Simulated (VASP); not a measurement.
Here is a VASP 6.6.1 calculation.

Contents of POSCAR:

```
Pt
1.0
   -1.5947118289      1.5947118289      1.5947118289
    1.5947118289     -1.5947118289      1.5947118289
    1.5947118289      1.5947118289     -1.5947118289
Pt
1
Direct
    0.0000000000      0.0000000000      0.0000000000
```

INCAR.step1

```
SYSTEM = Pt
PREC = Accurate ; ENCUT = 520
EDIFF = 1E-5 ; ISMEAR = -1
SIGMA = 0.05 ; LREAL = .False.
LASPH = .True. ; NELM = 60
ALGO = Normal ; ISIF = 2
LWAVE = .True. ; NBANDS = 11
GGA = PE
```

The input INCAR.step2:

```
SYSTEM = Pt
PREC = Accurate ; ENCUT = 520
EDIFF = 1E-6 ; ISMEAR = -1
SIGMA = 0.05 ; LREAL = .False.
LASPH = .True. ; NELM = 60
ALGO = Normal ; ISIF = 2
LWAVE = .False. ; LCHARG = .True.
GGA = PE ; LHFCALC = .True.
AEXX = 0.25 ; PRECFOCK = Normal
LELF = .True. ; LVHAR = .True.
NBANDS = 11 ; ISTART = 1
```

Contents of KPOINTS:

```
regular mesh
0
Gamma
  6 6 6
  0 0 0
```

Potentials or basis: VASP PAW PBE potentials, release 64 (Pt).

The run is started by

```console
$ cat potpaw_PBE.64/Pt/POTCAR > POTCAR
$ cp INCAR.step1 INCAR
$ mpirun -np 1 vasp_std > vasp.out
$ cp INCAR.step2 INCAR
$ mpirun -np 1 vasp_std > vasp.out
```

(1) Estimate the pressure.

(2) Predict the band gap on the k mesh.

Results:

(1) -12.9 GPa.

(2) zero (band 5 reaches 10.59 eV, above the bottom of band 6 at 7.20 eV).

Caveat: the k points lie up to 0.46 Å⁻¹ apart; the PAW data sets were made with another functional, which shifts forces and pressure a little; spin-orbit coupling is left out, which moves the levels of the heavy elements.
